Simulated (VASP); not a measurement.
# RbBr (Pm-3m) in VASP: settings compared

RbBr is run at these levels: PBE, PBE-based screened hybrid with 5 % exact exchange, PBE-based screened hybrid with 10 % exact exchange, PBE-based screened hybrid with 20 % exact exchange, PBE-based screened hybrid with 25 % exact exchange; tasks: single point.

Program: VASP 6.6.1. These are calculated values, not measurements. Logs are shortened: lines on timing, memory, paths and dates and some standing lists are left out, and cuts for length are marked.

## 1. The cell of the first run

Symmetry: Pm-3m, No. 221, cubic system. The conventional cell has a = 4.126 Å, b = 4.126 Å, c = 4.126 Å, α = 90.00°, β = 90.00°, γ = 90.00°. Within 4.7 Å of Rb (site symmetry m-3m) lie 8 Br at 3.57 Å and 6 Rb at 4.13 Å. Br (site symmetry m-3m) has 8 Rb at 3.57 Å and 6 Br at 4.13 Å within 4.7 Å.

## 2. Single point, PBE

INCAR reads:

```
SYSTEM = RbBr
PREC = Accurate ; ENCUT = 520
EDIFF = 1E-6 ; ISMEAR = -1
SIGMA = 0.05 ; LREAL = .False.
LASPH = .True. ; NELM = 100
ALGO = Normal ; ISIF = 2
LWAVE = .False. ; LCHARG = .True.
GGA = PE ; LELF = .True.
LVHAR = .True. ; NBANDS = 15
```

KPOINTS reads:

```
Automatic mesh
0
Gamma
  7 7 7
  0 0 0
```

POSCAR reads:

```
RbBr
1.0
    4.1260773000      0.0000000000      0.0000000000
    0.0000000000      4.1260773000      0.0000000000
    0.0000000000      0.0000000000      4.1260773000
Rb Br
1 1
Direct
    0.0000000000      0.0000000000      0.0000000000
    0.5000000000      0.5000000000      0.5000000000
```

Potentials or basis: VASP PAW PBE potentials, release 64 (Rb_sv, Br).

Run with:

```sh
$ cat potpaw_PBE.64/Rb_sv/POTCAR potpaw_PBE.64/Br/POTCAR > POTCAR
$ mpirun -np 1 vasp_std > vasp.out
```

OUTCAR:

```text
SYSTEM = RbBr
   PREC = Accurate
   ENCUT = 520
   EDIFF = 1E-6
   ISMEAR = -1
   LREAL = .False.
   LASPH = .True.
   NELM = 100
   ISIF = 2
   GGA = PE

 ion  position               nearest neighbor table
   1  0.000  0.000  0.000-   2 3.57   2 3.57   2 3.57   2 3.57   2 3.57   2 3.57   2 3.57   2 3.57

   2  0.500  0.500  0.500-   1 3.57   1 3.57   1 3.57   1 3.57   1 3.57   1 3.57   1 3.57   1 3.57

  LATTYP: Found a simple cubic cell.
 ALAT       =     4.1260773000

  Lattice vectors:

 A1 = (   4.1260773000,   0.0000000000,   0.0000000000)
 A2 = (   0.0000000000,   4.1260773000,   0.0000000000)
 A3 = (   0.0000000000,   0.0000000000,   4.1260773000)

Analysis of symmetry for initial positions (statically):
=====================================================================
 Subroutine PRICEL returns:
 Original cell was already a primitive cell.

 Routine SETGRP: Setting up the symmetry group for a
 simple cubic supercell.

 Subroutine GETGRP returns: Found 48 space group operations
 (whereof 48 operations were pure point group operations)
 out of a pool of 48 trial point group operations.

The static configuration has the point symmetry O_h .

Analysis of symmetry for dynamics (positions and initial velocities):
=====================================================================
 Subroutine PRICEL returns:
 Original cell was already a primitive cell.

 Routine SETGRP: Setting up the symmetry group for a
 simple cubic supercell.

 Subroutine GETGRP returns: Found 48 space group operations
 (whereof 48 operations were pure point group operations)
 out of a pool of 48 trial point group operations.

The dynamic configuration has the point symmetry O_h .

 Subroutine INISYM returns: Found 48 space group operations
 (whereof 48 operations are pure point group operations),
 and found     1 'primitive' translations

----------------------------------------------------------------------------------------

                                     Primitive cell

  volume of cell :      70.2445

  direct lattice vectors                    reciprocal lattice vectors
     4.126077300  0.000000000  0.000000000     0.242360947  0.000000000  0.000000000
     0.000000000  4.126077300  0.000000000     0.000000000  0.242360947  0.000000000
     0.000000000  0.000000000  4.126077300     0.000000000  0.000000000  0.242360947

  length of vectors
     4.126077300  4.126077300  4.126077300     0.242360947  0.242360947  0.242360947

  position of ions in fractional coordinates (direct lattice)
     0.000000000  0.000000000  0.000000000
[... 78 lines left out ...]
   NFREE  =      0    steps in history (QN), initial steepest desc. (CG)
   ISIF   =      2    stress and relaxation
   ISYM   =      2    0-nonsym 1-usesym 2-fastsym
   POTIM  = 0.5000    time-step for ionic-motion
   TEBEG  =    0.0;   TEEND  =   0.0 temperature during run
   PSTRESS=    0.0 pullay stress
   NELECT =      16.0000    total number of electrons
   NUPDOWN=      -1.0000    fix difference up-down
   EMIN   =  10.00;   EMAX   =-10.00  energy-range for DOS
   EFERMI =   0.00;   METHOD = LEGACY
   ISMEAR =    -1;   SIGMA  =   0.05  broadening in eV -4-tet -1-fermi 0-gaus
   EFERMI_NEDOS =   21; number of points for ismear=-14 and -15
   IALGO  =     38    algorithm
   IMIX   =      4    mixing-type and parameters
     AMIX     =   0.40;   BMIX     =  1.00
     AMIX_MAG =   1.60;   BMIX_MAG =  1.00
  volume/ion in A,a.u.               =      35.12       237.02
  Fermi-wavevector in a.u.,A,eV,Ry     =   0.999795  1.889338 13.600238  0.999589
  Thomas-Fermi vector in A             =   2.132108
   LORBIT       =      0    0 simple, 1 ext, 2 COOP (PROOUT), +10 PAW based schemes
   GGA     = PE    functional components
[... 5 lines left out ...]
 non-spin polarized calculation
  energy-cutoff  :      520.00
  volume of cell :       70.24
 maximum number of plane-waves:      1907
 NGX is ok and might be reduce to    32
   NGX = 15   NGY = 15   NGZ = 15

 number of electron      16.0000002 magnetization

 Free energy of the ion-electron system (eV)
  ---------------------------------------------------
  ext. energy  EPLUGINS =         0.00000000
  ---------------------------------------------------
  free energy    TOTEN  =        -5.99579813 eV

  energy without entropy =       -5.99579813  energy(sigma->0) =       -5.99579813

 E-fermi :   0.3693     XC(G=0):  -7.9292

 val. band max:       -0.6883969006   @ k =   0.4286   0.4286   0.0000
 cond. band min:       3.4156362340   @ k =   0.0000   0.0000   0.0000
 fundamental gap:      4.1040331346
 Fermi energy:         0.3693398676

 k-point     1 :       0.0000    0.0000    0.0000
  band No.  band energies     occupation
      1     -25.7678      2.00000
      2     -13.2831      2.00000
      3      -9.7512      2.00000
      4      -9.7512      2.00000
      5      -9.7512      2.00000
      6      -0.8187      2.00000
      7      -0.8187      2.00000
      8      -0.8187      2.00000
      9       3.4156      0.00000
     10       4.9146      0.00000
     11       4.9146      0.00000
     12       9.2648      0.00000
     13       9.2648      0.00000
     14       9.2648      0.00000
[... 329 lines left out ...]
      2     -13.0042      2.00000
      3      -9.9725      2.00000
      4      -9.9666      2.00000
      5      -9.9666      2.00000
      6      -1.9415      2.00000
      7      -1.9415      2.00000
      8      -1.8868      2.00000
      9       7.0263      0.00000
     10       7.4279      0.00000
     11       7.4279      0.00000
     12       8.5384      0.00000
     13       8.7164      0.00000
     14       8.7164      0.00000
     15      11.5556      0.00000

------------------------ aborting loop because EDIFF is reached ----------------------------------------

  FORCE on cell =-STRESS in cart. coord.  units (eV):
  Direction    XX          YY          ZZ          XY          YZ          ZX
  --------------------------------------------------------------------------------------
  -------------------------------------------------------------------------------------
  Total        0.3624092      0.3624092      0.3624092     -0.0000000     -0.0000000      0.0000000
  in kB        8.2660445      8.2660445      8.2660445     -0.0000000     -0.0000000      0.0000000
  external PRESSURE =       8.2660445 kB  Pullay stress =       0.0000000 kB

 VOLUME and BASIS-vectors are now :
 -----------------------------------------------------------------------------
  energy-cutoff  :      520.00
  volume of cell :       70.24
      direct lattice vectors                 reciprocal lattice vectors
     4.126077300  0.000000000  0.000000000     0.242360947  0.000000000  0.000000000
     0.000000000  4.126077300  0.000000000     0.000000000  0.242360947  0.000000000
     0.000000000  0.000000000  4.126077300     0.000000000  0.000000000  0.242360947

 POSITION                                       TOTAL-FORCE (eV/Angst)
 -----------------------------------------------------------------------------------
      0.00000      0.00000      0.00000         0.000000      0.000000      0.000000
      2.06304      2.06304      2.06304         0.000000      0.000000      0.000000
 -----------------------------------------------------------------------------------
    total drift:                                0.000000      0.000000     -0.000000

  FREE ENERGIE OF THE ION-ELECTRON SYSTEM (eV)
  ---------------------------------------------------
  free  energy   TOTEN  =        -5.9957981290 eV

  energy  without entropy=       -5.9957981289  energy(sigma->0) =       -5.99579813
```

OSZICAR:

```text
N       E                     dE             d eps       ncg     rms          rms(c)
DAV:   1     0.758812202993E+02    0.75881E+02   -0.67087E+03   600   0.916E+02
DAV:   2    -0.103483517351E+01   -0.76916E+02   -0.71579E+02   828   0.162E+02
DAV:   3    -0.610499105432E+01   -0.50702E+01   -0.50521E+01   798   0.419E+01
DAV:   4    -0.622890779413E+01   -0.12392E+00   -0.12390E+00   854   0.633E+00
DAV:   5    -0.623024739703E+01   -0.13396E-02   -0.13396E-02   834   0.580E-01    0.261E+00
DAV:   6    -0.602627355351E+01    0.20397E+00   -0.17959E-01   754   0.229E+00    0.176E+00
DAV:   7    -0.599277539345E+01    0.33498E-01   -0.10319E-01   782   0.182E+00    0.903E-01
DAV:   8    -0.599581240550E+01   -0.30370E-02   -0.13431E-02   719   0.699E-01    0.143E-01
DAV:   9    -0.599566574881E+01    0.14666E-03   -0.50607E-04   831   0.123E-01    0.624E-02
DAV:  10    -0.599579751223E+01   -0.13176E-03   -0.24110E-04   657   0.102E-01    0.118E-02
DAV:  11    -0.599579812897E+01   -0.61674E-06   -0.76501E-06   803   0.186E-02
   1 F= -.59957981E+01 E0= -.59957981E+01  d E =-.101919E-09
```

Run time: 26 s. Hardware: 1 thread of Intel Xeon 8259CL, shared host; peak memory 0.18 GiB.

What came out:

| Item | Value |
| --- | --- |
| Free energy | -5.9958 eV |
| Pressure | 0.8 GPa |
| Band gap on the k mesh | 4.10 eV (least direct gap 4.23 eV) |

Levels at points of the mesh, in eV from the valence-band top:
| k point | band 5 | band 6 | band 7 | band 8 | band 9 | band 10 | band 11 | band 12 |
| --- | --- | --- | --- | --- | --- | --- | --- | --- |
| (0.00, 0.00, 0.00) | -9.06 | -0.13 | -0.13 | -0.13 | 4.10 | 5.60 | 5.60 | 9.95 |

Caveat: an odd mesh through Γ misses points on the zone boundary, where band edges can lie.

## 3. Single point, PBE-based screened hybrid with 5 % exact exchange

POSCAR is that of step 2.

INCAR.step1 reads:

```
PREC     = Accurate       # precision mode
ENCUT    = 520            # plane-wave cutoff, eV
EDIFF    = 1E-5           # SCF threshold, eV
ISMEAR   = -1             # smearing method
SIGMA    = 0.05           # smearing width, eV
LREAL    = False          # projectors in reciprocal space
LASPH    = True           # aspherical terms in the spheres
NELM     = 80             # most SCF steps
ALGO     = Normal         # electronic algorithm
ISIF     = 2              # what is computed and relaxed
LWAVE    = True           # write WAVECAR
LCHARG   = False          # write CHGCAR
NBANDS   = 15             # bands
GGA      = PE             # functional
```

INCAR.step2 reads:

```
PREC     = Accurate       # precision mode
ENCUT    = 520            # plane-wave cutoff, eV
EDIFF    = 1E-6           # SCF threshold, eV
ISMEAR   = -1             # smearing method
SIGMA    = 0.05           # smearing width, eV
LREAL    = False          # projectors in reciprocal space
LASPH    = True           # aspherical terms in the spheres
NELM     = 80             # most SCF steps
ALGO     = Normal         # electronic algorithm
ISIF     = 2              # what is computed and relaxed
LWAVE    = False          # write WAVECAR
LCHARG   = False          # write CHGCAR
GGA      = PE             # functional
LHFCALC  = True           # exact exchange
AEXX     = 0.05           # exact-exchange fraction
HFSCREEN = 0.2            # screening, 1/A
PRECFOCK = Normal       
NBANDS   = 15             # bands
ISTART   = 1
```

KPOINTS reads:

```
Automatic mesh
0
Gamma
  4 4 4
```

Potentials or basis: VASP PAW PBE potentials, release 64 (Rb_sv, Br).

Run with:

```sh
$ cat potpaw_PBE.64/Rb_sv/POTCAR potpaw_PBE.64/Br/POTCAR > POTCAR
$ cp INCAR.step1 INCAR
$ mpirun -np 1 vasp_std > vasp.out
$ cp INCAR.step2 INCAR
$ mpirun -np 1 vasp_std > vasp.out
```

Run time: 3.2 min. Hardware: 1 thread of Intel Xeon Platinum 8259CL at 2.50GHz (Skylake/Cascade Lake), shared host; peak memory 0.29 GiB.

Results (log left out):

* Free energy: -6.1867 eV
* Pressure: 0.8 GPa
* Band gap on the k mesh: 4.32 eV (least direct gap 4.47 eV)

Levels at points of the mesh, in eV from the valence-band top:
```csv
k point,band 4,band 5,band 6,band 7,band 8,band 9,band 10,band 11,band 12,band 13
"(0.00, 0.00, 0.00)",-9.20,-9.20,-0.16,-0.16,-0.16,4.32,5.82,5.82,10.23,10.23
"(0.50, 0.00, 0.00)",-9.15,-9.15,-1.74,-0.23,-0.23,7.14,7.34,7.91,8.96,10.15
"(0.50, 0.50, 0.00)",-9.51,-9.12,-1.07,-1.07,0.00,5.55,6.47,8.23,8.23,11.09
"(0.50, 0.50, 0.50)",-9.43,-9.43,-1.35,-1.35,-1.35,8.48,8.48,8.48,9.65,9.65
```

Caveat: the PAW data sets were made with another functional, which shifts forces and pressure a little.

## 4. Single point, PBE-based screened hybrid with 10 % exact exchange

POSCAR is that of step 3.

INCAR.step1 reads:

```
SYSTEM = RbBr
PREC = Accurate
ENCUT = 520
EDIFF = 1E-5
ISMEAR = -1
SIGMA = 0.05
LREAL = .FALSE.
LASPH = .TRUE.
NELM = 60
ALGO = Normal
ISIF = 2
LWAVE = .TRUE.
LCHARG = .FALSE.
NBANDS = 15
GGA = PE
```

INCAR.step2 reads:

```
SYSTEM = RbBr
PREC = Accurate
ENCUT = 520
EDIFF = 1E-7
ISMEAR = -1
SIGMA = 0.05
LREAL = .FALSE.
LASPH = .TRUE.
NELM = 60
ALGO = Normal
ISIF = 2
LWAVE = .FALSE.
LCHARG = .FALSE.
GGA = PE
LHFCALC = .TRUE.
AEXX = 0.1
HFSCREEN = 0.2
PRECFOCK = Normal
NBANDS = 15
ISTART = 1
```

KPOINTS reads:

```
regular mesh
0
G
  4 4 4
  0 0 0
```

Run with:

```sh
$ cat potpaw_PBE.64/Rb_sv/POTCAR potpaw_PBE.64/Br/POTCAR > POTCAR
$ cp INCAR.step1 INCAR
$ mpirun -np 1 vasp_std > vasp.out
$ cp INCAR.step2 INCAR
$ mpirun -np 1 vasp_std > vasp.out
```

It took 4.3 min on 1 thread of Intel Xeon Platinum 8259CL at 2.50GHz (Skylake/Cascade Lake), shared host; peak memory 0.29 GiB.

It converged, with:

* Free energy: -6.3824 eV
* Pressure: 0.7 GPa
* Band gap on the k mesh: 4.56 eV (least direct gap 4.71 eV)

Levels at points of the mesh, in eV from the valence-band top:
```
           k point  band 6  band 7  band 8  band 9  band 10  band 11
(0.00, 0.00, 0.00)   -0.16   -0.16   -0.16    4.56     6.06     6.06
(0.50, 0.00, 0.00)   -1.76   -0.23   -0.23    7.40     7.59     8.18
(0.50, 0.50, 0.00)   -1.09   -1.09    0.00    5.79     6.72     8.50
(0.50, 0.50, 0.50)   -1.37   -1.37   -1.37    8.72     8.72     8.72
```

Caveat: the PAW data sets were made with another functional, which shifts forces and pressure a little.

## 5. Single point, PBE-based screened hybrid with 20 % exact exchange

POSCAR is that of step 4.

INCAR.step1 reads:

```
SYSTEM = RbBr
ALGO = Normal
EDIFF = 1E-5
ENCUT = 520
GGA = PE
ISIF = 2
ISMEAR = -1
LASPH = .True.
LCHARG = .False.
LREAL = .False.
LWAVE = .True.
NBANDS = 15
NELM = 80
PREC = Accurate
SIGMA = 0.05
```

INCAR.step2 reads:

```
SYSTEM = RbBr
AEXX = 0.2
ALGO = Normal
EDIFF = 1E-6
ENCUT = 520
GGA = PE
HFSCREEN = 0.2
ISIF = 2
ISMEAR = -1
ISTART = 1
LASPH = .True.
LCHARG = .False.
LHFCALC = .True.
LREAL = .False.
LWAVE = .False.
NBANDS = 15
NELM = 80
PREC = Accurate
PRECFOCK = Normal
SIGMA = 0.05
```

KPOINTS reads:

```
k-points
0
Gamma
  4 4 4
  0 0 0
```

Run with:

```sh
$ cat potpaw_PBE.64/Rb_sv/POTCAR potpaw_PBE.64/Br/POTCAR > POTCAR
$ cp INCAR.step1 INCAR
$ mpirun -np 1 vasp_std > vasp.out
$ cp INCAR.step2 INCAR
$ mpirun -np 1 vasp_std > vasp.out
```

Wall time 4.3 min (1 thread of Intel Xeon Platinum 8259CL at 2.50GHz (Skylake/Cascade Lake), shared host); peak memory 0.29 GiB.

Results (log left out):

- Free energy: -6.7804 eV
- Pressure: 0.5 GPa
- Band gap on the k mesh: 5.04 eV (least direct gap 5.20 eV)

Levels at points of the mesh, in eV from the valence-band top:
```tsv
k point	band 6	band 7	band 8	band 9	band 10	band 11
(0.00, 0.00, 0.00)	-0.16	-0.16	-0.16	5.04	6.54	6.54
(0.50, 0.00, 0.00)	-1.80	-0.23	-0.23	7.93	8.09	8.72
(0.50, 0.50, 0.00)	-1.12	-1.12	0.00	6.27	7.23	9.05
(0.50, 0.50, 0.50)	-1.40	-1.40	-1.40	9.22	9.22	9.22
```

Caveat: the PAW data sets were made with another functional, which shifts forces and pressure a little.

## 6. Single point, PBE-based screened hybrid with 25 % exact exchange

POSCAR is that of step 5.

INCAR.step1 reads:

```
PREC     = Accurate       # precision mode
ENCUT    = 520            # plane-wave cutoff, eV
EDIFF    = 1E-5           # SCF threshold, eV
ISMEAR   = -1             # smearing method
SIGMA    = 0.05           # smearing width, eV
LREAL    = False          # projectors in reciprocal space
LASPH    = True           # aspherical terms in the spheres
NELM     = 60             # most SCF steps
ALGO     = Normal         # electronic algorithm
ISIF     = 2              # what is computed and relaxed
LWAVE    = True           # write WAVECAR
LCHARG   = False          # write CHGCAR
GGA      = PE             # functional
NBANDS   = 15             # bands
```

INCAR.step2 reads:

```
PREC     = Accurate       # precision mode
ENCUT    = 520            # plane-wave cutoff, eV
EDIFF    = 1E-7           # SCF threshold, eV
ISMEAR   = -1             # smearing method
SIGMA    = 0.05           # smearing width, eV
LREAL    = False          # projectors in reciprocal space
LASPH    = True           # aspherical terms in the spheres
NELM     = 60             # most SCF steps
ALGO     = Normal         # electronic algorithm
ISIF     = 2              # what is computed and relaxed
LWAVE    = False          # write WAVECAR
LCHARG   = False          # write CHGCAR
GGA      = PE             # functional
LHFCALC  = True           # exact exchange
AEXX     = 0.25           # exact-exchange fraction
HFSCREEN = 0.2            # screening, 1/A
PRECFOCK = Normal       
ISTART   = 1            
NBANDS   = 15             # bands
```

KPOINTS reads:

```
regular mesh
0
Gamma
  4 4 4
```

Potentials or basis: VASP PAW PBE potentials, release 64 (Rb_sv, Br).

Run with:

```sh
$ cat potpaw_PBE.64/Rb_sv/POTCAR potpaw_PBE.64/Br/POTCAR > POTCAR
$ cp INCAR.step1 INCAR
$ mpirun -np 1 vasp_std > vasp.out
$ cp INCAR.step2 INCAR
$ mpirun -np 1 vasp_std > vasp.out
```

It took 6.2 min on 1 thread of Intel Xeon Platinum 8259CL at 2.50GHz (Skylake/Cascade Lake), shared host; peak memory 0.29 GiB.

The run converged. Its results:

```
Free energy            : -6.9825 eV
Pressure               : 0.5 GPa
Band gap on the k mesh : 5.29 eV (least direct gap 5.45 eV)
```

Levels at points of the mesh, in eV from the valence-band top:
```
           k point  band 4  band 5  band 6  band 7  band 8  band 9  band 10  band 11  band 12  band 13
(0.00, 0.00, 0.00)   -9.65   -9.65   -0.16   -0.16   -0.16    5.29     6.78     6.78    11.43    11.43
(0.50, 0.00, 0.00)   -9.60   -9.60   -1.81   -0.24   -0.24    8.19     8.34     8.99     9.95    11.35
(0.50, 0.50, 0.00)   -9.97   -9.56   -1.13   -1.13    0.00    6.52     7.48     9.32     9.32    12.19
(0.50, 0.50, 0.50)   -9.88   -9.88   -1.42   -1.42   -1.42    9.47     9.47     9.47    10.83    10.83
```

Caveat: the PAW data sets were made with another functional, which shifts forces and pressure a little.

## 7. Overview

| level | k mesh | grid for exact exchange (PRECFOCK) | share of exact exchange | screening parameter | gap on the mesh (eV) | pressure (GPa) |
| --- | --- | --- | --- | --- | --- | --- |
| PBE | 7 × 7 × 7 | - | - | - | 4.10 | 0.8 |
| PBE-based screened hybrid with 5 % exact exchange | 4 × 4 × 4 | Normal | 0.05 | 0.2 1/Å | 4.32 | 0.8 |
| PBE-based screened hybrid with 10 % exact exchange | 4 × 4 × 4 | Normal | 0.1 | 0.2 1/Å | 4.56 | 0.7 |
| PBE-based screened hybrid with 20 % exact exchange | 4 × 4 × 4 | Normal | 0.2 | 0.2 1/Å | 5.04 | 0.5 |
| PBE-based screened hybrid with 25 % exact exchange | 4 × 4 × 4 | Normal | 0.25 | 0.2 1/Å | 5.29 | 0.5 |

Alike in all rows: task single point; potentials or basis VASP PAW PBE potentials, release 64 (Rb_sv, Br); no spin polarisation; cell as given; cutoff (eV) 520; smearing fermi-dirac 0.05 eV.

On the cell as given the gap runs from 4.10 eV (PBE) to 5.29 eV (PBE-based screened hybrid with 25 % exact exchange); the meshes differ, which moves gaps too. The pressure there spans 0.5 GPa (PBE-based screened hybrid with 25 % exact exchange) to 0.8 GPa (PBE); a positive pressure means that this level wants a larger cell, a negative one a smaller.

Caveats: the PAW data sets were made with another functional, which shifts forces and pressure a little (at least some runs); an odd mesh through Γ misses points on the zone boundary, where band edges can lie (at least some runs).

Absolute energies hang on the potentials; compare differences alone.
